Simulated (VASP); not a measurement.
Crystal: As.

```xyz
4
Lattice="1.8250 -5.5000 0.0000 1.8250 5.5000 0.0000 0.0000 0.0000 4.4700" Properties=species:S:1:pos:R:3 pbc="T T T"
As    1.8250    1.2100    2.5032
As    1.8250   -4.2900    4.2018
As    1.8250   -1.2100    1.9668
As    1.8250    4.2900    0.2682
```

Program: VASP 6.6.1. Alike in all runs: task single point; no spin polarisation; cell as given; cutoff (eV) 520.

Question: Order these runs on this cell by their pressure, lowest first.
A. level LDA; potentials or basis VASP PAW LDA potentials, release 64 (As); k mesh 8 × 8 × 6; smearing fermi-dirac 0.05 eV
B. level r2SCAN; potentials or basis VASP PAW PBE potentials, release 64 (As); k mesh 8 × 8 × 6; smearing fermi-dirac 0.05 eV
C. level PBE; potentials or basis VASP PAW PBE potentials, release 64 (As); k mesh 5 × 5 × 4; smearing fermi-dirac 0.03 eV

Answer: A (-1.5 GPa), B (1.5 GPa), C (3.3 GPa).

Caveats: the PAW data sets were made with another functional, which shifts forces and pressure a little (some runs).
